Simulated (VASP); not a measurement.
# Ni (Fm-3m) in VASP: notebook

Runs on Ni. Level: LDA. Tasks: single point.

All numbers are computed with VASP 6.6.1; they aren't measurements. Logs are shortened: lines on timing, memory, paths and dates and some standing lists are left out, and cuts for length are marked.

## (1) The cell of the first run

The structure is cubic, space group Fm-3m (No. 225). The conventional cell has a = 3.491 Å, b = 3.491 Å, c = 3.491 Å, α = 90.00°, β = 90.00°, γ = 90.00°. Ni (site symmetry m-3m) has 12 Ni at 2.47 Å within 3.3 Å.

## (2) Single point, LDA, collinear spin, ferromagnetic start

INCAR reads:

```
SYSTEM = Ni
ALGO = Normal
EDIFF = 1E-6
ENCUT = 520
ISIF = 2
ISMEAR = 0
ISPIN = 2
LASPH = .True.
LCHARG = .True.
LELF = .True.
LMAXMIX = 4
LORBIT = 11
LREAL = .False.
LVHAR = .True.
LWAVE = .False.
MAGMOM = 0.875
NBANDS = 15
NELM = 150
NUPDOWN = 0.875
PREC = Accurate
SIGMA = 0.15
```

KPOINTS reads:

```
k-points
0
Gamma
  24 24 24
  0 0 0
```

POSCAR reads:

```
Ni
1.0
    0.0000000000      1.7455396617      1.7455396617
    1.7455396617      0.0000000000      1.7455396617
    1.7455396617      1.7455396617      0.0000000000
Ni
1
Direct
    0.0000000000      0.0000000000      0.0000000000
```

Potentials or basis: VASP PAW LDA potentials, release 64 (Ni).

Launch:

```console
$ cat potpaw_LDA.64/Ni/POTCAR > POTCAR
$ mpirun -np 1 vasp_std > vasp.out
```

OUTCAR:

```text
SYSTEM = Ni
   EDIFF = 1E-6
   ENCUT = 520
   ISIF = 2
   ISMEAR = 0
   ISPIN = 2
   LASPH = .True.
   LORBIT = 11
   LREAL = .False.
   NELM = 150
   NUPDOWN = 0.875
   PREC = Accurate

 ion  position               nearest neighbor table
   1  0.000  0.000  0.000-

  LATTYP: Found a face centered cubic cell.
 ALAT       =     3.4910793234

  Lattice vectors:

 A1 = (   0.0000000000,   1.7455396617,   1.7455396617)
 A2 = (   1.7455396617,   0.0000000000,   1.7455396617)
 A3 = (   1.7455396617,   1.7455396617,   0.0000000000)

Analysis of symmetry for initial positions (statically):
=====================================================================
 Subroutine PRICEL returns:
 Original cell was already a primitive cell.

 Routine SETGRP: Setting up the symmetry group for a
 face centered cubic supercell.

 Subroutine GETGRP returns: Found 48 space group operations
 (whereof 48 operations were pure point group operations)
 out of a pool of 48 trial point group operations.

The static configuration has the point symmetry O_h .

Analysis of symmetry for dynamics (positions and initial velocities):
=====================================================================
 Subroutine PRICEL returns:
 Original cell was already a primitive cell.

 Routine SETGRP: Setting up the symmetry group for a
 face centered cubic supercell.

 Subroutine GETGRP returns: Found 48 space group operations
 (whereof 48 operations were pure point group operations)
 out of a pool of 48 trial point group operations.

The dynamic configuration has the point symmetry O_h .

Analysis of structural, dynamic, and magnetic symmetry:
=====================================================================
 Subroutine PRICEL returns:
 Original cell was already a primitive cell.

 Routine SETGRP: Setting up the symmetry group for a
 face centered cubic supercell.

 Subroutine GETGRP returns: Found 48 space group operations
 (whereof 48 operations were pure point group operations)
 out of a pool of 48 trial point group operations.

The overall configuration has the point symmetry O_h .

 Subroutine INISYM returns: Found 48 space group operations
 (whereof 48 operations are pure point group operations),
 and found     1 'primitive' translations

----------------------------------------------------------------------------------------

                                     Primitive cell

  volume of cell :      10.6370

  direct lattice vectors                    reciprocal lattice vectors
     0.000000000  1.745539662  1.745539662    -0.286444365  0.286444365  0.286444365
     1.745539662  0.000000000  1.745539662     0.286444365 -0.286444365  0.286444365
     1.745539662  1.745539662  0.000000000     0.286444365  0.286444365 -0.286444365

  length of vectors
     2.468565863  2.468565863  2.468565863     0.496136194  0.496136194  0.496136194

  position of ions in fractional coordinates (direct lattice)
     0.000000000  0.000000000  0.000000000

  ion indices of the primitive-cell ions
   primitive index   ion index
                 1           1

----------------------------------------------------------------------------------------

 KPOINTS: k-points

Automatic generation of k-mesh.
 Grid dimensions read from file:
 generate k-points for:   24   24   24

 Generating k-lattice:

  Cartesian coordinates                     Fractional coordinates (reciprocal lattice)
    -0.011935182  0.011935182  0.011935182     0.041666667  0.000000000  0.000000000
     0.011935182 -0.011935182  0.011935182     0.000000000  0.041666667  0.000000000
     0.011935182  0.011935182 -0.011935182     0.000000000  0.000000000  0.041666667

  Length of vectors
     0.020672341  0.020672341  0.020672341

  Shift w.r.t. Gamma in fractional coordinates (k-lattice)
     0.000000000  0.000000000  0.000000000

 Subroutine IBZKPT returns following result:
 ===========================================

 Found    413 irreducible k-points:

 Following reciprocal coordinates:
            Coordinates               Weight
  0.000000  0.000000  0.000000      1.000000
  0.041667  0.000000  0.000000      8.000000
  0.083333  0.000000  0.000000      8.000000
  0.125000  0.000000  0.000000      8.000000
  0.166667  0.000000  0.000000      8.000000
  0.208333  0.000000  0.000000      8.000000
[... 16 lines left out ...]
  0.416667  0.041667  0.000000     24.000000
  0.458333  0.041667  0.000000     24.000000
 [... further k-points ...]
   k-points           NKPTS =    413   k-points in BZ     NKDIM =    413   number of bands    NBANDS=     15
   number of dos      NEDOS =    301   number of ions     NIONS =      1
   total plane-waves  NPLWV =   5832
   dimension x,y,z NGX =    18 NGY =   18 NGZ =   18
   dimension x,y,z NGXF=    36 NGYF=   36 NGZF=   36
   ions per type =               1
   NGX,Y,Z   is equivalent  to a cutoff of  12.12, 12.12, 12.12 a.u.
   NGXF,Y,Z  is equivalent  to a cutoff of  24.24, 24.24, 24.24 a.u.
 SYSTEM =  Ni
   PREC   = accura    normal or accurate (medium, high low for compatibility)
   ISTART =      0    job   : 0-new  1-cont  2-samecut
   ICHARG =      2    charge: 1-file 2-atom 10-const
   ISPIN  =      2    spin polarized calculation?
   LNONCOLLINEAR =      F non collinear calculations
   LSORBIT =      F    spin-orbit coupling
   LASPH  =      T    aspherical Exc in radial PAW
   ENCUT  =  520.0 eV  38.22 Ry    6.18 a.u.   4.59  4.59  4.59*2*pi/ulx,y,z
   NELM   =    150;   NELMIN=  2; NELMDL= -5     # of ELM steps
   EDIFF  = 0.1E-05   stopping-criterion for ELM
   LREAL  =      F    real-space projection
   EDIFFG = 0.1E-04   stopping-criterion for IOM
   NSW    =      0    number of steps for IOM
   IBRION =     -1    ionic relax: 0-MD 1-quasi-New 2-CG
   NFREE  =      0    steps in history (QN), initial steepest desc. (CG)
   ISIF   =      2    stress and relaxation
   ISYM   =      2    0-nonsym 1-usesym 2-fastsym
   POTIM  = 0.5000    time-step for ionic-motion
   TEBEG  =    0.0;   TEEND  =   0.0 temperature during run
   PSTRESS=    0.0 pullay stress
   NELECT =      10.0000    total number of electrons
   NUPDOWN=       0.8750    fix difference up-down
   EMIN   =  10.00;   EMAX   =-10.00  energy-range for DOS
   EFERMI =   0.00;   METHOD = LEGACY
   ISMEAR =     0;   SIGMA  =   0.15  broadening in eV -4-tet -1-fermi 0-gaus
   EFERMI_NEDOS =   21; number of points for ismear=-14 and -15
   IALGO  =     38    algorithm
   IMIX   =      4    mixing-type and parameters
     AMIX     =   0.40;   BMIX     =  1.00
     AMIX_MAG =   1.60;   BMIX_MAG =  1.00
  volume/ion in A,a.u.               =      10.64        71.78
  Fermi-wavevector in a.u.,A,eV,Ry     =   1.603744  3.030637 34.994125  2.571996
  Thomas-Fermi vector in A             =   2.700359
   LORBIT       =     11    0 simple, 1 ext, 2 COOP (PROOUT), +10 PAW based schemes
   GGA     = CA    functional components
   LHFCALC =     F    Hartree Fock is set to
   AEXX    =    0.0000 exact exchange contribution
   IVDW    =     0    specifies the selected vdW correction
   LEPSILON=     F    determine dielectric tensor
   LRPA    =     F    only Hartree local field effects (RPA)
 spin polarized calculation
 Gauss-broadening in eV      SIGMA  =   0.15
  energy-cutoff  :      520.00
  volume of cell :       10.64
 maximum number of plane-waves:       302
   NGX =  9   NGY =  9   NGZ =  9

 number of electron      10.0000006 magnetization       0.8750000

 Free energy of the ion-electron system (eV)
  ---------------------------------------------------
  ext. energy  EPLUGINS =         0.00000000
  ---------------------------------------------------
  free energy    TOTEN  =        -6.50833724 eV

  energy without entropy =       -6.49120907  energy(sigma->0) =       -6.49977315

 E-fermi :   9.2848     XC(G=0): -13.7561

 val. band max:       10.0854791967   @ k =   0.4583   0.3750   0.0833
 cond. band min:       9.2853282311   @ k =   0.4167   0.1250   0.0417
 fundamental gap:     -0.8001509656
 Fermi energy:        10.1079442913

 spin component 1

 k-point     1 :       0.0000    0.0000    0.0000
  band No.  band energies     occupation
      1       0.1704      1.00000
      2       6.7463      1.00000
      3       6.7463      1.00000
      4       6.7463      1.00000
      5       7.9222      1.00000
      6       7.9222      1.00000
      7      33.2995      0.00000
      8      37.2115      0.00000
      9      37.2115      0.00000
     10      37.2115      0.00000
     11      40.2160      0.00000
     12      40.2160      0.00000
     13      40.2160      0.00000
     14      43.4079      0.00000
     15      49.5868      0.00000
[... 397 lines left out ...]
 k-point    24 :       0.4583    0.0417    0.0000
  band No.  band energies     occupation
      1       4.2980      1.00000
      2       6.7323      1.00000
      3       6.7926      1.00000
      4       8.0118      1.00000
      5       8.6124      1.00000
      6       9.1021      1.00000
      7      15.8882      0.00000
      8      31.6142      0.00000
      9      33.3483      0.00000
     10      34.0571      0.00000
     11      37.8530      0.00000
     12      38.3458      0.00000
     13      43.8526      0.00000
     14      53.2372      0.00000
     15      54.8022      0.00000

 [... further k-points ...]

 spin component 2

 k-point     1 :       0.0000    0.0000    0.0000
  band No.  band energies     occupation
      1       0.2945      1.00000
      2       7.5916      1.00000
      3       7.5916      1.00000
      4       7.5916      1.00000
      5       8.7317      1.00000
      6       8.7317      1.00000
      7      33.3486      0.00000
      8      37.3489      0.00000
      9      37.3489      0.00000
     10      37.3489      0.00000
     11      40.4954      0.00000
     12      40.4954      0.00000
     13      40.4954      0.00000
     14      43.4555      0.00000
     15      49.8730      0.00000
[... 397 lines left out ...]
 k-point    24 :       0.4583    0.0417    0.0000
  band No.  band energies     occupation
      1       4.8196      1.00000
      2       7.5071      1.00000
      3       7.5778      1.00000
      4       8.4643      1.00000
      5       9.5135      0.01553
      6       9.7488      0.00001
      7      16.3800      0.00000
      8      31.6795      0.00000
      9      33.5732      0.00000
     10      34.2775      0.00000
     11      38.0734      0.00000
     12      38.5715      0.00000
     13      44.1450      0.00000
     14      53.6782      0.00000
     15      56.1047      0.00000

 [... further k-points ...]
[... 5 lines left out ...]
  --------------------------------------------------------------------------------------
  -------------------------------------------------------------------------------------
  Total       -0.7041334     -0.7041334     -0.7041334      0.0000000      0.0000000     -0.0000000
  in kB     -106.0587183   -106.0587183   -106.0587183      0.0000000      0.0000000     -0.0000000
  external PRESSURE =    -106.0587183 kB  Pullay stress =       0.0000000 kB

 VOLUME and BASIS-vectors are now :
 -----------------------------------------------------------------------------
  energy-cutoff  :      520.00
  volume of cell :       10.64
      direct lattice vectors                 reciprocal lattice vectors
     0.000000000  1.745539662  1.745539662    -0.286444365  0.286444365  0.286444365
     1.745539662  0.000000000  1.745539662     0.286444365 -0.286444365  0.286444365
     1.745539662  1.745539662  0.000000000     0.286444365  0.286444365 -0.286444365

 POSITION                                       TOTAL-FORCE (eV/Angst)
 -----------------------------------------------------------------------------------
      0.00000      0.00000      0.00000         0.000000      0.000000      0.000000
 -----------------------------------------------------------------------------------
    total drift:                                0.000000     -0.000000     -0.000000

  FREE ENERGIE OF THE ION-ELECTRON SYSTEM (eV)
  ---------------------------------------------------
  free  energy   TOTEN  =        -6.5083372363 eV

  energy  without entropy=       -6.4912090691  energy(sigma->0) =       -6.49977315

 total charge

# of ion       s       p       d       tot
------------------------------------------
    1        0.517   0.532   8.304   9.354

 magnetization (x)

# of ion       s       p       d       tot
------------------------------------------
    1        0.005   0.001   0.861   0.868
```

Wall time 1.9 min (1 thread of Intel Xeon Platinum 8488C (Sapphire Rapids), shared host); peak memory 0.2 GiB.

Results:

```
Free energy                                           : -6.5083 eV
Pressure                                              : -10.6 GPa
Net moment                                            : 0.88 μB per cell
Site moments                                          : Ni +0.87 μB
Valence electrons inside the program's atomic spheres : Ni 9.35
```

Caveat: the total moment is fixed, so each spin has its own Fermi level.

## (3) Single point, LDA, collinear spin, ferromagnetic start

INCAR reads:

```
SYSTEM = Ni
PREC = Accurate ; ENCUT = 520
EDIFF = 1E-6 ; ISMEAR = 0
SIGMA = 0.15 ; LREAL = .False.
LASPH = .True. ; NELM = 150
ALGO = Fast ; ISIF = 2
LWAVE = .False. ; LCHARG = .False.
ISPIN = 2 ; MAGMOM = 0.125
LORBIT = 11 ; NUPDOWN = 0.125
LMAXMIX = 4 ; NBANDS = 15
```

KPOINTS reads:

```
regular mesh
0
Gamma
  24 24 24
  0 0 0
```

POSCAR is that of step 2.

Potentials or basis: VASP PAW LDA potentials, release 64 (Ni).

Launch:

```console
$ cat potpaw_LDA.64/Ni/POTCAR > POTCAR
$ mpirun -np 1 vasp_std > vasp.out
```

Run time: 2 min. Hardware: 1 thread of Intel Xeon Platinum 8488C (Sapphire Rapids), shared host; peak memory 0.2 GiB.

Results (log left out):

* Free energy: -6.5337 eV
* Pressure: -13.5 GPa
* Net moment: 0.12 μB per cell
* Site moments: Ni +0.13 μB
* Valence electrons inside the program's atomic spheres: Ni 9.36

Caveat: the total moment is fixed, so each spin has its own Fermi level.

## (4) Single point, LDA, collinear spin, ferromagnetic start

INCAR reads:

```
SYSTEM = Ni
PREC     = Accurate       ! precision mode
ENCUT    = 520            ! plane-wave cutoff, eV
EDIFF    = 1E-6           ! SCF threshold, eV
ISMEAR   = 0              ! smearing method
SIGMA    = 0.15           ! smearing width, eV
LREAL    = .FALSE.        ! projectors in reciprocal space
LASPH    = .TRUE.         ! aspherical terms in the spheres
NELM     = 150            ! most SCF steps
ALGO     = Normal         ! electronic algorithm
ISIF     = 2              ! what is computed and relaxed
LWAVE    = .FALSE.        ! write WAVECAR
LCHARG   = .TRUE.         ! write CHGCAR
ISPIN    = 2              ! spin polarisation
MAGMOM   = 0.625          ! initial moments
LORBIT   = 11             ! projections on sites
NUPDOWN  = 0.625          ! fixed moment
LMAXMIX  = 4              ! l up to which the mixer works
LELF     = .TRUE.         ! ELF
LVHAR    = .TRUE.       
NBANDS   = 15             ! bands
```

KPOINTS reads:

```
regular mesh
0
G
  24 24 24
  0 0 0
```

POSCAR is that of step 3.

Launch:

```console
$ cat potpaw_LDA.64/Ni/POTCAR > POTCAR
$ mpirun -np 1 vasp_std > vasp.out
```

It took 1.8 min on 1 thread of Intel Xeon Platinum 8488C (Sapphire Rapids), shared host; peak memory 0.2 GiB.

Results (log left out):

```yaml
Free_energy: -6.5620 eV
Pressure: -12.6 GPa
Net_moment: 0.62 μB per cell
Site_moments: Ni +0.63 μB
Valence_electrons_inside_the_program's_atomic_spheres: Ni 9.36
```

Caveat: the total moment is fixed, so each spin has its own Fermi level.

[end of part 1 of 2]
